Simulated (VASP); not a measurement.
# BiMo (zincblende type) (F-43m) in VASP: a series of runs

Runs on BiMo (zincblende type). Level: PBEsol. Tasks: relaxation of cell and atoms, single point.

Program: VASP 6.6.1. These are calculated values, not measurements. Logs are shortened: lines on timing, memory, paths and dates and some standing lists are left out, and cuts for length are marked.

## (1) The cell of the first run

It takes space group F-43m (No. 216, cubic). The conventional cell has a = 6.167 Å, b = 6.167 Å, c = 6.167 Å, α = 90.00°, β = 90.00°, γ = 90.00°. Mo (site symmetry -43m) has 4 Bi at 2.67 Å within 3.5 Å. Bi (site symmetry -43m) has 4 Mo at 2.67 Å within 3.5 Å.

## (2) Relaxation of cell and atoms, PBEsol, target pressure 2.1 GPa, at which the enthalpy is minimised

INCAR

```
PREC = Accurate
ENCUT = 500
EDIFF = 1E-7
ISMEAR = -1
SIGMA = 0.05
LREAL = F
LASPH = T
NELM = 120
ALGO = Normal
ISIF = 3
LWAVE = F
LCHARG = F
GGA = PS
IBRION = 2
NSW = 32
EDIFFG = -0.005
PSTRESS = 21.0
GGA_COMPAT = F
NELMIN = 4
```

KPOINTS

```
Automatic mesh
0
Gamma
  11 11 11
```

POSCAR

```
BiMo
1.0
    0.0000000000      3.0834533118      3.0834533118
    3.0834533118      0.0000000000      3.0834533118
    3.0834533118      3.0834533118      0.0000000000
Mo Bi
1 1
Direct
    0.0000000000      0.0000000000      0.0000000000
    0.2500000000      0.2500000000      0.2500000000
```

Potentials or basis: VASP PAW PBE potentials, release 64 (Mo_sv, Bi_d).

Run with:

```bash
> cat potpaw_PBE.64/Mo_sv/POTCAR potpaw_PBE.64/Bi_d/POTCAR > POTCAR
> mpirun -np 1 vasp_std > vasp.out
```

OUTCAR:

```text
PREC = Accurate
   ENCUT = 500
   EDIFF = 1E-7
   ISMEAR = -1
   LREAL = F
   LASPH = T
   NELM = 120
   ISIF = 3
   GGA = PS
   IBRION = 2
   NSW = 32
   EDIFFG = -0.005
   PSTRESS = 21.0
   NELMIN = 4

 ion  position               nearest neighbor table
   1  0.000  0.000  0.000-   2 2.67   2 2.67   2 2.67   2 2.67
   2  0.250  0.250  0.250-   1 2.67   1 2.67   1 2.67   1 2.67

  LATTYP: Found a face centered cubic cell.
 ALAT       =     6.1669066236

  Lattice vectors:

 A1 = (   0.0000000000,   3.0834533118,   3.0834533118)
 A2 = (   3.0834533118,   0.0000000000,   3.0834533118)
 A3 = (   3.0834533118,   3.0834533118,   0.0000000000)

Analysis of symmetry for initial positions (statically):
=====================================================================
 Subroutine PRICEL returns:
 Original cell was already a primitive cell.

 Routine SETGRP: Setting up the symmetry group for a
 face centered cubic supercell.

 Subroutine GETGRP returns: Found 24 space group operations
 (whereof 24 operations were pure point group operations)
 out of a pool of 48 trial point group operations.

The static configuration has the point symmetry T_d .

Analysis of symmetry for dynamics (positions and initial velocities):
=====================================================================
 Subroutine PRICEL returns:
 Original cell was already a primitive cell.

 Routine SETGRP: Setting up the symmetry group for a
 face centered cubic supercell.

 Subroutine GETGRP returns: Found 24 space group operations
 (whereof 24 operations were pure point group operations)
 out of a pool of 48 trial point group operations.

The dynamic configuration has the point symmetry T_d .

 Subroutine INISYM returns: Found 24 space group operations
 (whereof 24 operations are pure point group operations),
 and found     1 'primitive' translations

----------------------------------------------------------------------------------------

                                     Primitive cell

  volume of cell :      58.6330

  direct lattice vectors                    reciprocal lattice vectors
     0.000000000  3.083453312  3.083453312    -0.162155852  0.162155852  0.162155852
     3.083453312  0.000000000  3.083453312     0.162155852 -0.162155852  0.162155852
     3.083453312  3.083453312  0.000000000     0.162155852  0.162155852 -0.162155852

[... 88 lines left out ...]
   NFREE  =      1    steps in history (QN), initial steepest desc. (CG)
   ISIF   =      3    stress and relaxation
   ISYM   =      2    0-nonsym 1-usesym 2-fastsym
   POTIM  = 0.5000    time-step for ionic-motion
   TEBEG  =    0.0;   TEEND  =   0.0 temperature during run
   PSTRESS=   21.0 pullay stress
   NELECT =      29.0000    total number of electrons
   NUPDOWN=      -1.0000    fix difference up-down
   EMIN   =  10.00;   EMAX   =-10.00  energy-range for DOS
   EFERMI =   0.00;   METHOD = LEGACY
   ISMEAR =    -1;   SIGMA  =   0.05  broadening in eV -4-tet -1-fermi 0-gaus
   EFERMI_NEDOS =   21; number of points for ismear=-14 and -15
   IALGO  =     38    algorithm
   IMIX   =      4    mixing-type and parameters
     AMIX     =   0.40;   BMIX     =  1.00
     AMIX_MAG =   1.60;   BMIX_MAG =  1.00
  volume/ion in A,a.u.               =      29.32       197.84
  Fermi-wavevector in a.u.,A,eV,Ry     =   1.294673  2.446577 22.805792  1.676178
  Thomas-Fermi vector in A             =   2.426241
   LORBIT       =      0    0 simple, 1 ext, 2 COOP (PROOUT), +10 PAW based schemes
   GGA     = PS    functional components
   LHFCALC =     F    Hartree Fock is set to
   AEXX    =    0.0000 exact exchange contribution
   IVDW    =     0    specifies the selected vdW correction
   LEPSILON=     F    determine dielectric tensor
   LRPA    =     F    only Hartree local field effects (RPA)
 conjugate gradient relaxation of ions
 non-spin polarized calculation
  energy-cutoff  :      500.00
  volume of cell :       58.63
 maximum number of plane-waves:      1505
   NGX = 15   NGY = 15   NGZ = 15

--------------------------------------- Ionic step        1  -------------------------------------------

 number of electron      29.0000001 magnetization

 Free energy of the ion-electron system (eV)
  ---------------------------------------------------
  ext. energy  EPLUGINS =         0.00000000
  ---------------------------------------------------
  free energy    TOTEN  =       -12.49495898 eV

  energy without entropy =      -12.42968470  energy(sigma->0) =      -12.46232184

------------------------ aborting loop because EDIFF is reached ----------------------------------------

  FORCE on cell =-STRESS in cart. coord.  units (eV):
  Direction    XX          YY          ZZ          XY          YZ          ZX
  --------------------------------------------------------------------------------------
  -------------------------------------------------------------------------------------
  Total        0.7896190      0.7896190      0.7896190      0.0000000      0.0000000     -0.0000000
  in kB       21.5767511     21.5767511     21.5767511      0.0000000      0.0000000     -0.0000000
  external PRESSURE =       0.5767511 kB  Pullay stress =      21.0000000 kB
[... 63 lines left out ...]
--------------------------------------- Ionic step        3  -------------------------------------------

 number of electron      29.0000001 magnetization

 Free energy of the ion-electron system (eV)
  ---------------------------------------------------
  ext. energy  EPLUGINS =         0.00000000
  ---------------------------------------------------
  free energy    TOTEN  =       -12.49555265 eV

  energy without entropy =      -12.43025420  energy(sigma->0) =      -12.46290342

 E-fermi :   6.1041     XC(G=0): -10.1104

 val. band max:        6.1024664111   @ k =   0.2727   0.2727   0.0000
 cond. band min:       6.1054445513   @ k =  -0.4545   0.3636   0.1818
 fundamental gap:      0.0029781402
 Fermi energy:         6.1041101477

 k-point     1 :       0.0000    0.0000    0.0000
  band No.  band energies     occupation
      1     -54.3698      2.00000
      2     -28.5550      2.00000
      3     -28.5550      2.00000
      4     -28.5550      2.00000
      5     -16.0498      2.00000
      6     -16.0498      2.00000
[... 481 lines left out ...]
      5     -16.0684      2.00000
      6     -16.0574      2.00000
[... 10 lines left out ...]
     17       8.5537      0.00000
     18      10.6299      0.00000

 [... further k-points ...]

------------------------ aborting loop because EDIFF is reached ----------------------------------------

  FORCE on cell =-STRESS in cart. coord.  units (eV):
  Direction    XX          YY          ZZ          XY          YZ          ZX
  --------------------------------------------------------------------------------------
  -------------------------------------------------------------------------------------
  Total        0.7685105      0.7685105      0.7685105      0.0000000     -0.0000000     -0.0000000
  in kB       20.9839732     20.9839732     20.9839732      0.0000000     -0.0000000     -0.0000000
  external PRESSURE =      -0.0160268 kB  Pullay stress =      21.0000000 kB
[... 21 lines left out ...]
  energy  without entropy=      -12.4302541951  energy(sigma->0) =      -12.46290342

  enthalpy is  TOTEN    =       -11.7264551917 eV   P V=        0.7690974543

 reached required accuracy - stopping structural energy minimisation
```

Run time: 61 s. Hardware: 1 thread of AMD EPYC 9R45 (Zen 5), shared host; peak memory 0.19 GiB.

Results:

```
Free energy                                                : -12.4956 eV
Relaxed volume                                             : 29.34 Å³/atom
Relaxed cell                                               : a = 4.362 Å, b = 4.362 Å, c = 4.362 Å, α = 60.00°, β = 60.00°, γ = 60.00°
Space group after relaxing (to 0.1 Å)                      : F-43m (No. 216)
Energy change on relaxing (the run minimises the enthalpy) : -0.3 meV/atom
Ionic steps                                                : 3
Pressure after relaxing                                    : 2.1 GPa
Band gap on the k mesh                                     : zero (an odd number of electrons rules out a gap without spin polarisation)
```

The path:
| step | energy change (eV) | largest force (eV/Å) | pressure (GPa) | volume (Å³) |
| --- | --- | --- | --- | --- |
| 1 | 0.0000 | 0.0000 | 2.16 | 58.63 |
| 2 | -0.0012 | 0.0000 | 2.04 | 58.72 |
| 3 | -0.0006 | 0.0000 | 2.10 | 58.68 |

Final structure:
```
Mo Bi
1.0
     0.00000    3.08424    3.08424
     3.08424    0.00000    3.08424
     3.08424    3.08424    0.00000
Mo Bi
1 1
Direct
  0.00000 0.00000 0.00000
  0.25000 0.25000 0.25000
```

Caveat: the cell is relaxed towards a set pressure, so the run minimises the enthalpy, not the energy; the PAW data sets were made with another functional, which shifts forces and pressure a little; spin-orbit coupling is left out, which moves the levels of the heavy elements.

(Part 1 of 2 ends here.)
